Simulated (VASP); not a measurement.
Input of a VASP 6.6.1 run:

INCAR

```
SYSTEM = Al6HO
PREC     = Accurate       ! precision mode
ENCUT    = 520            ! plane-wave cutoff, eV
EDIFF    = 1E-6           ! SCF threshold, eV
ISMEAR   = -1             ! smearing method
SIGMA    = 0.05           ! smearing width, eV
LREAL    = Auto         
LASPH    = .True.         ! aspherical terms in the spheres
NELM     = 60             ! most SCF steps
ALGO     = Normal         ! electronic algorithm
ISIF     = 2              ! what is computed and relaxed
LWAVE    = .False.        ! write WAVECAR
LCHARG   = .False.        ! write CHGCAR
LDIPOL   = .True.       
IDIPOL   = 3            
DIPOL    = 0.5 0.5 0.462
GGA      = PE             ! functional
NBANDS   = 39             ! bands
```

The input KPOINTS:

```
regular mesh
0
Gamma
  6 6 1
  0 0 0
```

Contents of POSCAR:

```
Al6HO
1.0
    5.7246799319      0.0000000000      0.0000000000
   -2.8623399660      4.9577182496      0.0000000000
    0.0000000000      0.0000000000     24.9976815913
Al O H
12 2 2
Direct
    0.3333333333      0.1666666667      0.3200296784
    0.3333333333      0.6666666667      0.3200296784
    0.8333333333      0.1666666667      0.3200296784
    0.8333333333      0.6666666667      0.3200296784
    0.6666666667      0.3333333333      0.4135219803
    0.6666666667      0.8333333333      0.4135219803
    0.1666666667      0.3333333333      0.4135219803
    0.1666666667      0.8333333333      0.4135219803
    0.0000000000      0.5000000000      0.5070142823
    0.0000000000      0.0000000000      0.5070142823
    0.5000000000      0.5000000000      0.5070142823
    0.5000000000      0.0000000000      0.5070142823
    0.2947641794      0.3949303280      0.6304857326
    0.2602724546      0.4921452479      0.5853015424
    0.1499017040      0.3805855205      0.6543679473
    0.1666666667      0.3333333333      0.5614193276
```

Potentials or basis: VASP PAW PBE potentials, release 64 (Al, O, H).

Launch:

```sh
$ cat potpaw_PBE.64/Al/POTCAR potpaw_PBE.64/O/POTCAR potpaw_PBE.64/H/POTCAR > POTCAR
$ mpirun -np 1 vasp_std > vasp.out
```

What does it give for the band gap on the k mesh?

Zero (bands 25 and 26 overlap by 0.92 eV).

Predict the largest force.

6.555 eV/Å.

Forces on the atoms (eV/Å):
```
Al   0.029  0.011  0.060
Al   0.015  0.000  0.069
Al  -0.041  0.006  0.078
Al  -0.002 -0.004  0.055
Al   0.019 -0.002 -0.014
Al  -0.008  0.002  0.002
Al  -0.003  0.031  0.023
Al   0.006 -0.008 -0.004
Al  -0.788  0.258 -0.895
Al  -0.022 -0.530 -0.539
Al   0.514  0.281 -0.586
Al  -0.060  0.076 -0.277
O    1.685 -2.074  5.986
O   -1.413  3.362 -3.167
H    0.409 -0.034 -0.186
H   -0.340 -1.375 -0.606
```
